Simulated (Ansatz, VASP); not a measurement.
One calculation of Ti2B, two programs

```
CELL_PARAMETERS angstrom
4.72259 0.00000 0.00000
0.00000 4.72259 0.00000
0.00000 0.00000 2.99098
ATOMIC_POSITIONS crystal
Ti 0.30500 0.30500 0.00000
Ti 0.19500 0.80500 0.50000
Ti 0.69500 0.69500 0.00000
Ti 0.80500 0.19500 0.50000
B 0.00000 0.00000 0.00000
B 0.50000 0.50000 0.50000
```

Change from the starting cell: species swapped into the VO2 type (P4_2/mnm, No. 136).

Alike in both runs: task single point; functional PBE; k mesh 4 × 4 × 6; occupations gaussian, width 0.1 eV; no spin polarisation.

|  | VASP | Ansatz |
| --- | --- | --- |
| version | VASP 6.6.1 | Ansatz 0.2.0 |
| potentials or method | VASP PAW PBE potentials, release 64 (Ti_sv, B), cutoff 520 eV | scalar-relativistic, plane waves, PAW |
| valence electrons in the cell | 54 | 54 |

VASP gave:

| Property | Result |
| --- | --- |
| gap on the k mesh at the Fermi level (eV) | none |
| rms of the force components (eV/Å) | 1.176 |

What did Ansatz give for the same quantities?

gap on the k mesh at the Fermi level (eV): none; rms of the force components (eV/Å): 1.178.

Atom by atom the forces differ by 0.002 eV/Å (rms over components). A gap of «none» marks a metal or a gap that the smearing closes. The functional is the same, so the differences come from potentials, cutoffs and numerics.
